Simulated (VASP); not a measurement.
# RbBr in VASP: further runs

The runs below take RbBr through single point, with HSE06.

Everything below comes from runs of VASP 6.6.1. Logs are shortened: lines on timing, memory, paths and dates and some standing lists are left out, and cuts for length are marked.

**1. The cell of the first run**

It takes space group Imm2 (No. 44, orthorhombic). Conventional cell: a = 5.415 Å, b = 5.530 Å, c = 7.739 Å, α = 90.00°, β = 90.00°, γ = 90.00°. Within 4.4 Å of Rb (site symmetry mm2) lie 4 Br at 3.35 Å. Within 4.4 Å of Br (site symmetry mm2) lie 4 Rb at 3.35 Å.

**2. Single point, HSE06 (shear xy strain -2.1%)**

The input, POSCAR:

```
RbBr
1.0
   -0.0408231919      3.8694968646      3.8694968646
    3.8694968646     -0.0408231919      3.8694968646
    3.8286736727      3.8286736727      0.0000000000
Rb Br
1 1
Direct
   -0.0024070247     -0.0024070247      0.0024070247
    0.2524070247      0.2524070247      0.2475929753
```

The input, INCAR.step1:

```
ALGO     = Normal         # electronic algorithm
EDIFF    = 1E-5           # SCF threshold, eV
ENCUT    = 520            # plane-wave cutoff, eV
GGA      = PE             # functional
ISIF     = 2              # what is computed and relaxed
ISMEAR   = 0              # smearing method
LASPH    = T              # aspherical terms in the spheres
LCHARG   = F              # write CHGCAR
LREAL    = F              # projectors in reciprocal space
LWAVE    = T              # write WAVECAR
NBANDS   = 15             # bands
NELM     = 100            # most SCF steps
PREC     = Accurate       # precision mode
SIGMA    = 0.01           # smearing width, eV
```

The input, INCAR.step2:

```
ALGO     = Normal         # electronic algorithm
EDIFF    = 1E-7           # SCF threshold, eV
ENCUT    = 520            # plane-wave cutoff, eV
GGA      = PE             # functional
HFSCREEN = 0.2079         # screening, 1/A
ISIF     = 2              # what is computed and relaxed
ISMEAR   = 0              # smearing method
ISTART   = 1            
LASPH    = T              # aspherical terms in the spheres
LCHARG   = F              # write CHGCAR
LHFCALC  = T              # exact exchange
LREAL    = F              # projectors in reciprocal space
LWAVE    = F              # write WAVECAR
NBANDS   = 15             # bands
NELM     = 100            # most SCF steps
PREC     = Accurate       # precision mode
PRECFOCK = Normal       
SIGMA    = 0.01           # smearing width, eV
```

The input, KPOINTS:

```
k-points
0
Gamma
  4 4 4
```

Potentials or basis: VASP PAW PBE potentials, release 64 (Rb_sv, Br).

Command:

```console
cat potpaw_PBE.64/Rb_sv/POTCAR potpaw_PBE.64/Br/POTCAR > POTCAR
cp INCAR.step1 INCAR
mpirun -np 1 vasp_std > vasp.out
cp INCAR.step2 INCAR
mpirun -np 1 vasp_std > vasp.out
```

OUTCAR:

```text
EDIFF = 1E-7
   ENCUT = 520
   GGA = PE
   HFSCREEN = 0.2079
   ISIF = 2
   ISMEAR = 0
   ISTART = 1
   LASPH = T
   LHFCALC = T
   LREAL = F
   NELM = 100
   PREC = Accurate
   PRECFOCK = Normal

 ion  position               nearest neighbor table
   1  0.998  0.998  0.002-   2 3.35   2 3.35   2 3.35   2 3.35
   2  0.252  0.252  0.248-   1 3.35   1 3.35   1 3.35   1 3.35

  LATTYP: Found a body centered orthorhombic cell.
 ALAT       =     5.4145622338
 B/A-ratio  =     1.0213249785
 C/A-ratio  =     1.4292925993

  Lattice vectors:

 A1 = (   0.0408231919,  -3.8694968646,  -3.8694968646)
 A2 = (  -0.0408231919,   3.8694968646,  -3.8694968646)
 A3 = (   3.8694968646,  -0.0408231919,   3.8694968646)

Analysis of symmetry for initial positions (statically):
=====================================================================
 Subroutine PRICEL returns:
 Original cell was already a primitive cell.

 Routine SETGRP: Setting up the symmetry group for a
 body centered orthorhombic supercell.

 Subroutine GETGRP returns: Found  4 space group operations
 (whereof  4 operations were pure point group operations)
 out of a pool of  8 trial point group operations.

The static configuration has the point symmetry C_2v.

Analysis of symmetry for dynamics (positions and initial velocities):
=====================================================================
 Subroutine PRICEL returns:
 Original cell was already a primitive cell.

 Routine SETGRP: Setting up the symmetry group for a
 body centered orthorhombic supercell.

 Subroutine GETGRP returns: Found  4 space group operations
 (whereof  4 operations were pure point group operations)
 out of a pool of  8 trial point group operations.

The dynamic configuration has the point symmetry C_2v.

 Subroutine INISYM returns: Found  4 space group operations
 (whereof  4 operations are pure point group operations),
 and found     1 'primitive' translations

----------------------------------------------------------------------------------------

                                     Primitive cell

  volume of cell :     115.8631

  direct lattice vectors                    reciprocal lattice vectors
    -0.040823192  3.869496865  3.869496865    -0.127866771  0.127866771  0.129215766
     3.869496865 -0.040823192  3.869496865     0.127866771 -0.127866771  0.129215766
     3.828673673  3.828673673  0.000000000     0.130593527  0.130593527 -0.129215766

  length of vectors
     5.472447213  5.472447213  5.414562234     0.222253316  0.222253316  0.225401981

  position of ions in fractional coordinates (direct lattice)
     0.997592975  0.997592975  0.002407025
     0.252407025  0.252407025  0.247592975

  ion indices of the primitive-cell ions
   primitive index   ion index
                 1           1
                 2           2

----------------------------------------------------------------------------------------

 KPOINTS: k-points

Automatic generation of k-mesh.
 Grid dimensions read from file:
 generate k-points for:    4    4    4

 Generating k-lattice:

  Cartesian coordinates                     Fractional coordinates (reciprocal lattice)
    -0.031966693  0.031966693  0.032303941     0.250000000 -0.000000000  0.000000000
     0.031966693 -0.031966693  0.032303941    -0.000000000  0.250000000  0.000000000
     0.032648382  0.032648382 -0.032303941     0.000000000  0.000000000  0.250000000

  Length of vectors
     0.055563329  0.055563329  0.056350495

  Shift w.r.t. Gamma in fractional coordinates (k-lattice)
     0.000000000  0.000000000  0.000000000

 Subroutine IBZKPT returns following result:
 ===========================================

 Found     18 irreducible k-points:

 Following reciprocal coordinates:
            Coordinates               Weight
  0.000000  0.000000  0.000000      1.000000
  0.250000  0.000000  0.000000      4.000000
  0.500000  0.000000  0.000000      2.000000
  0.250000  0.250000  0.000000      2.000000
  0.500000  0.250000  0.000000      4.000000
 -0.250000  0.250000  0.000000      2.000000
[... 10 lines left out ...]
  0.250000  0.250000  0.500000      2.000000
 -0.250000  0.250000  0.500000      2.000000
   k-points           NKPTS =     18   k-points in BZ     NKDIM =     64   number of bands    NBANDS=     15
   number of dos      NEDOS =    301   number of ions     NIONS =      2
   total plane-waves  NPLWV =  70560
   dimension x,y,z NGX =    42 NGY =   42 NGZ =   40
   dimension x,y,z NGXF=    84 NGYF=   84 NGZF=   80
   ions per type =               1   1
   NGX,Y,Z   is equivalent  to a cutoff of  12.76, 12.76, 12.28 a.u.
   NGXF,Y,Z  is equivalent  to a cutoff of  25.52, 25.52, 24.56 a.u.
 SYSTEM =  unknown system
   PREC   = accura    normal or accurate (medium, high low for compatibility)
   ISTART =      1    job   : 0-new  1-cont  2-samecut
   ICHARG =      0    charge: 1-file 2-atom 10-const
   ISPIN  =      1    spin polarized calculation?
   LNONCOLLINEAR =      F non collinear calculations
   LSORBIT =      F    spin-orbit coupling
   LASPH  =      T    aspherical Exc in radial PAW
   ENCUT  =  520.0 eV  38.22 Ry    6.18 a.u.  10.18 10.18 10.07*2*pi/ulx,y,z
   NELM   =    100;   NELMIN=  2; NELMDL=  0     # of ELM steps
   EDIFF  = 0.1E-06   stopping-criterion for ELM
   LREAL  =      F    real-space projection
   EDIFFG = 0.1E-05   stopping-criterion for IOM
   NSW    =      0    number of steps for IOM
   IBRION =     -1    ionic relax: 0-MD 1-quasi-New 2-CG
   NFREE  =      0    steps in history (QN), initial steepest desc. (CG)
   ISIF   =      2    stress and relaxation
   ISYM   =      3    0-nonsym 1-usesym 2-fastsym
   POTIM  = 0.5000    time-step for ionic-motion
   TEBEG  =    0.0;   TEEND  =   0.0 temperature during run
   PSTRESS=    0.0 pullay stress
   NELECT =      16.0000    total number of electrons
   NUPDOWN=      -1.0000    fix difference up-down
   EMIN   =  10.00;   EMAX   =-10.00  energy-range for DOS
   EFERMI =   0.00;   METHOD = LEGACY
   ISMEAR =     0;   SIGMA  =   0.01  broadening in eV -4-tet -1-fermi 0-gaus
   EFERMI_NEDOS =   21; number of points for ismear=-14 and -15
   IALGO  =     38    algorithm
   IMIX   =      1    mixing-type and parameters
     AMIX     =   0.40;   BMIX     =  1.00
     AMIX_MAG =   1.60;   BMIX_MAG =  1.00
  volume/ion in A,a.u.               =      57.93       390.94
  Fermi-wavevector in a.u.,A,eV,Ry     =   0.846187  1.599062  9.742217  0.716033
  Thomas-Fermi vector in A             =   1.961495
   LORBIT       =      0    0 simple, 1 ext, 2 COOP (PROOUT), +10 PAW based schemes
   GGA     = PE    functional components
   LHFCALC =     T    Hartree Fock is set to
   PRECFOCK=normal    Normal, Fast or Accurate (Low or Medium for compatibility)
   ENCUT4O =  -1.0   cutoff for four orbital integrals eV
   NKREDX  =     1    reduce k-point grid by
   NKREDY  =     1    reduce k-point grid by
   NKREDZ  =     1    reduce k-point grid by
   AEXX    =    0.2500 exact exchange contribution
   HFSCREEN=    0.2079 screening length (either q_TF or 0.3 A-1)
   HFSCREENC=   0.2079 screening length for correlation (either q_TF or 0.3 A-1)
   ENCUTFOCK=  -1.0 apply spherical cutoff to Coloumb kernel
   IVDW    =     0    specifies the selected vdW correction
   LEPSILON=     F    determine dielectric tensor
   LRPA    =     F    only Hartree local field effects (RPA)
 non-spin polarized calculation
 Gauss-broadening in eV      SIGMA  =   0.01
  energy-cutoff  :      520.00
  volume of cell :      115.86
 maximum number of plane-waves:      3134
 NGX is ok and might be reduce to    42
  NGX = 32; NGY = 32; NGZ = 32

 number of electron      16.0000000 magnetization

 Free energy of the ion-electron system (eV)
  ---------------------------------------------------
  ext. energy  EPLUGINS =         0.00000000
  ---------------------------------------------------
  free energy    TOTEN  =        -6.87491727 eV

  energy without entropy =       -6.87491727  energy(sigma->0) =       -6.87491727

 E-fermi :  -3.8371     XC(G=0):  -4.8521

 val. band max:       -3.9269437827   @ k =   0.5000   0.5000   0.0000
 cond. band min:       1.2367600195   @ k =   0.0000   0.0000   0.0000
 fundamental gap:      5.1637038022
 Fermi energy:        -3.8371110960

 k-point     1 :       0.0000    0.0000    0.0000
  band No.  band energies     occupation
      1     -30.2055      2.00000
      2     -16.8099      2.00000
      3     -13.1515      2.00000
      4     -13.1505      2.00000
      5     -13.1498      2.00000
      6      -4.0360      2.00000
      7      -4.0250      2.00000
      8      -4.0127      2.00000
      9       1.2368      0.00000
     10       5.5326      0.00000
     11       5.5378      0.00000
     12       6.4467      0.00000
     13       6.4688      0.00000
     14       6.4903      0.00000
     15       7.3252      0.00000

 k-point     2 :       0.2500    0.0000    0.0000
  band No.  band energies     occupation
      1     -30.2043      2.00000
      2     -16.8333      2.00000
      3     -13.1583      2.00000
      4     -13.1569      2.00000
      5     -13.1217      2.00000
      6      -4.1527      2.00000
      7      -4.0016      2.00000
      8      -3.9908      2.00000
      9       2.0430      0.00000
     10       5.0898      0.00000
     11       5.1663      0.00000
     12       5.3961      0.00000
     13       6.4210      0.00000
     14       6.9938      0.00000
     15       7.0963      0.00000

 k-point     3 :       0.5000    0.0000    0.0000
  band No.  band energies     occupation
      1     -30.2031      2.00000
      2     -16.8563      2.00000
      3     -13.1650      2.00000
      4     -13.1634      2.00000
      5     -13.0949      2.00000
      6      -4.2402      2.00000
      7      -3.9755      2.00000
      8      -3.9697      2.00000
      9       3.4913      0.00000
     10       3.6198      0.00000
     11       5.0351      0.00000
     12       5.1851      0.00000
     13       6.5680      0.00000
     14       6.6361      0.00000
     15       7.1433      0.00000
[... 235 lines left out ...]
 k-point    17 :       0.2500    0.2500    0.5000
  band No.  band energies     occupation
      1     -30.2029      2.00000
      2     -16.8529      2.00000
      3     -13.1886      2.00000
      4     -13.1638      2.00000
      5     -13.0813      2.00000
      6      -4.1741      2.00000
      7      -4.0424      2.00000
      8      -3.9843      2.00000
      9       3.0175      0.00000
     10       4.4024      0.00000
     11       4.8521      0.00000
     12       5.0517      0.00000
     13       6.8294      0.00000
     14       7.1054      0.00000
     15       7.3325      0.00000

 k-point    18 :      -0.2500    0.2500    0.5000
  band No.  band energies     occupation
      1     -30.2022      2.00000
      2     -16.8688      2.00000
      3     -13.1951      2.00000
      4     -13.1841      2.00000
      5     -13.0420      2.00000
      6      -4.1947      2.00000
      7      -4.0791      2.00000
      8      -3.9386      2.00000
      9       3.2201      0.00000
     10       3.9287      0.00000
     11       5.7268      0.00000
     12       5.7726      0.00000
     13       6.1810      0.00000
     14       6.5027      0.00000
     15       7.5220      0.00000

------------------------ aborting loop because EDIFF is reached ----------------------------------------

  FORCE on cell =-STRESS in cart. coord.  units (eV):
  Direction    XX          YY          ZZ          XY          YZ          ZX
  --------------------------------------------------------------------------------------
  -------------------------------------------------------------------------------------
  Total        0.0549794      0.0549794      0.0536295      0.0295629      0.0000000      0.0000000
  in kB        0.7602657      0.7602657      0.7415997      0.4088020      0.0000000      0.0000000
  external PRESSURE =       0.7540437 kB  Pullay stress =       0.0000000 kB

 VOLUME and BASIS-vectors are now :
 -----------------------------------------------------------------------------
  energy-cutoff  :      520.00
  volume of cell :      115.86
      direct lattice vectors                 reciprocal lattice vectors
    -0.040823192  3.869496865  3.869496865    -0.127866771  0.127866771  0.129215766
     3.869496865 -0.040823192  3.869496865     0.127866771 -0.127866771  0.129215766
     3.828673673  3.828673673  0.000000000     0.130593527  0.130593527 -0.129215766

 POSITION                                       TOTAL-FORCE (eV/Angst)
 -----------------------------------------------------------------------------------
      3.82867      3.82867      7.72037        -0.000000     -0.000000      0.000348
      1.91434      1.91434      1.95338         0.000000      0.000000     -0.000348
 -----------------------------------------------------------------------------------
    total drift:                               -0.000004     -0.000005      0.000084

  FREE ENERGIE OF THE ION-ELECTRON SYSTEM (eV)
  ---------------------------------------------------
  free  energy   TOTEN  =        -6.8749172690 eV

  energy  without entropy=       -6.8749172690  energy(sigma->0) =       -6.87491727
```

Run time: 50 min. Hardware: 1 thread of Intel Xeon Platinum 8488C (Sapphire Rapids), shared host; peak memory 0.38 GiB.

Results:

```
Free energy            : -6.8749 eV
Pressure               : 0.1 GPa
Band gap on the k mesh : 5.16 eV, indirect (least direct gap 5.25 eV)
```

Levels at points of the mesh, in eV from the valence-band top:
| k point | band 6 | band 7 | band 8 | band 9 | band 10 | band 11 |
| --- | --- | --- | --- | --- | --- | --- |
| (0.00, 0.00, 0.00) | -0.11 | -0.10 | -0.09 | 5.16 | 9.46 | 9.46 |
| (0.50, 0.00, 0.00) | -0.31 | -0.05 | -0.04 | 7.42 | 7.55 | 8.96 |
| (0.50, 0.50, 0.00) | -0.40 | -0.02 | 0.00 | 7.00 | 7.86 | 9.74 |
| (0.00, 0.00, 0.50) | -0.30 | -0.06 | -0.06 | 7.43 | 7.60 | 8.95 |
| (0.50, 0.00, 0.50) | -0.40 | -0.01 | -0.01 | 7.00 | 7.86 | 9.74 |

Caveat: the cell differs from its parent crystal (shear xy strain -2.1%); the PAW data sets were made with another functional, which shifts forces and pressure a little. A k mesh can miss the band edges.

**3. Single point, HSE06 (strain -3.7%)**

The input, POSCAR:

```
RbBr
1.0
    0.0000000000      3.7255515813      3.7255515813
    3.7255515813      0.0000000000      3.7255515813
    3.7255515813      3.7255515813      0.0000000000
Rb Br
1 1
Direct
    0.0000000000      0.0000000000      0.0000000000
    0.2500000000      0.2500000000      0.2500000000
```

The input, INCAR.step1:

```
PREC = Accurate
ENCUT = 520
EDIFF = 1E-5
ISMEAR = 0
SIGMA = 0.01
LREAL = False
LASPH = True
NELM = 100
ALGO = Normal
ISIF = 2
LWAVE = True
LCHARG = False
GGA = PE
NBANDS = 15
```

The input, INCAR.step2:

```
PREC = Accurate
ENCUT = 520
EDIFF = 1E-6
ISMEAR = 0
SIGMA = 0.01
LREAL = False
LASPH = True
NELM = 100
ALGO = Normal
ISIF = 2
LWAVE = False
LCHARG = False
GGA = PE
LHFCALC = True
HFSCREEN = 0.2079
PRECFOCK = Normal
ISTART = 1
NBANDS = 15
```

The input, KPOINTS:

```
regular mesh
0
Gamma
  4 4 4
```

Potentials or basis: VASP PAW PBE potentials, release 64 (Rb_sv, Br).

Command:

```console
cat potpaw_PBE.64/Rb_sv/POTCAR potpaw_PBE.64/Br/POTCAR > POTCAR
cp INCAR.step1 INCAR
mpirun -np 1 vasp_std > vasp.out
cp INCAR.step2 INCAR
mpirun -np 1 vasp_std > vasp.out
```

Run time: 10 min. Hardware: 1 thread of Intel Xeon Platinum 8488C (Sapphire Rapids), shared host; peak memory 0.36 GiB.

It converged, with:

* Free energy: -6.8238 eV
* Pressure: 1.4 GPa
* Band gap on the k mesh: 5.34 eV, indirect (least direct gap 5.50 eV)

Levels at points of the mesh, in eV from the valence-band top:
```tsv
k point	band 6	band 7	band 8	band 9	band 10	band 11
(0.00, 0.00, 0.00)	-0.15	-0.15	-0.15	5.34	9.66	9.66
(0.50, 0.00, 0.00)	-0.37	-0.08	-0.08	7.75	7.86	9.25
(0.50, 0.50, 0.00)	-0.52	0.00	0.00	7.11	8.02	10.48
```

Caveat: the cell differs from its parent crystal (strain -3.7%); the PAW data sets were made with another functional, which shifts forces and pressure a little. A k mesh can miss the band edges.
